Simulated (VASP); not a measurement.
The system is K3Ba.

```
Ba K
1.0
     0.00000    5.42500    5.42500
     5.42500    0.00000    5.42500
     5.42500    5.42500    0.00000
Ba K
1 3
Direct
  0.00000 0.00000 0.00000
  0.50000 0.50000 0.50000
  0.25000 0.25000 0.25000
  0.75000 0.75000 0.75000
```

| Property | Result |
| --- | --- |
| Program | VASP 6.6.1 |
| Task | relaxation of cell and atoms |
| Functional | r2SCAN |
| Potentials or basis | VASP PAW PBE potentials, release 64 (Ba_sv, K_sv) |
| Cutoff | 550 eV |
| k mesh | 4 × 4 × 4 |
| Occupations | fermi-dirac, width 0.1 eV |
| Spin | no spin polarisation |

At the start: pressure -0.3 GPa; volume 79.83 Å³/atom.

Q: Where does the relaxation end?

A: Over 4 steps the energy falls by 4.5 meV/atom and the volume is 74.66 Å³/atom (-6.5 %); space group Fm-3m (No. 225, to 0.1 Å) before and after.

Step by step:
```tsv
step	energy change (eV)	largest force (eV/Å)	pressure (GPa)	volume (Å³)
1	0.0000	0.0000	-0.27	319.32
2	-0.0089	0.0000	-0.20	313.18
3	-0.0181	0.0000	-0.02	300.15
4	-0.0182	0.0000	0.00	298.65
```

Final structure:
```
CELL_PARAMETERS angstrom
0.00000 5.30530 5.30530
5.30530 0.00000 5.30530
5.30530 5.30530 0.00000
ATOMIC_POSITIONS crystal
Ba 0.00000 0.00000 0.00000
K 0.50000 0.50000 0.50000
K 0.25000 0.25000 0.25000
K 0.75000 0.75000 0.75000
```

Caveat: the PAW data sets were made with another functional, which shifts forces and pressure a little.
